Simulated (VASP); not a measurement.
Input of a VASP 6.6.1 run:

The input INCAR:

```
SYSTEM = Mg8HO8
ALGO = Normal ; EDIFF = 1E-6
ENCUT = 520 ; GGA = PE
ISIF = 2 ; ISMEAR = -1
ISPIN = 2 ; LASPH = .TRUE.
LCHARG = .FALSE. ; LORBIT = 11
LREAL = Auto ; LWAVE = .FALSE.
MAGMOM = 0 0 0 0 0 0 0 0 0 0 0 0 0 0 0 0 1 ; NBANDS = 50
NELM = 150 ; PREC = Accurate
SIGMA = 0.05
```

The input KPOINTS:

```
k-points
0
G
  2 2 2
  0 0 0
```

POSCAR

```
Mg8HO8
1.0
    0.0000000000      3.9520000000      3.9520000000
    3.9520000000      0.0000000000      3.9520000000
    3.9520000000      3.9520000000      0.0000000000
Mg O H
8 8 1
Direct
    0.0209640688      0.0349822874     -0.0121837045
   -0.0034792510      0.0228618421      0.4914094130
   -0.0173709514      0.5212930162      0.0099063765
    0.0106275304      0.5160172065      0.5242408907
    0.5152960526      0.0656503036     -0.0186108300
    0.5348937247      0.0281629555      0.5132085020
    0.4887019231      0.5632464575     -0.0045420040
    0.5423456478      0.4973051619      0.4833122470
    0.2676745951      0.2393598178      0.2768345142
    0.2734944332      0.2902960526      0.7588436235
    0.3131831984      0.7945850202      0.2383097166
    0.2518345142      0.7221786437      0.7564650810
    0.7694711538      0.2818446356      0.2452555668
    0.7874240891      0.2567560729      0.7449645749
    0.7745192308      0.7979251012      0.2314777328
    0.7786184211      0.7578441296      0.7457489879
    0.1458628543      0.6612980769      0.1249873482
```

Potentials or basis: VASP PAW PBE potentials, release 64 (Mg, O, H).

Run with:

```console
$ cat potpaw_PBE.64/Mg/POTCAR potpaw_PBE.64/O/POTCAR potpaw_PBE.64/H/POTCAR > POTCAR
$ mpirun -np 1 vasp_std > vasp.out
```

Problem. What does it give for the net moment?

Solution. 0.75 μB per cell.

Problem. Predict the pressure.

Solution. 69.8 GPa.

Stress tensor (GPa, compression positive):
```
69.14 -1.04 -1.12
-1.04 66.21  0.56
-1.12  0.56 73.99
```

Caveat: the k points lie up to 0.69 Å⁻¹ apart; a moment this small can come from the mesh or the smearing; the atoms stand as in a frame of molecular dynamics.
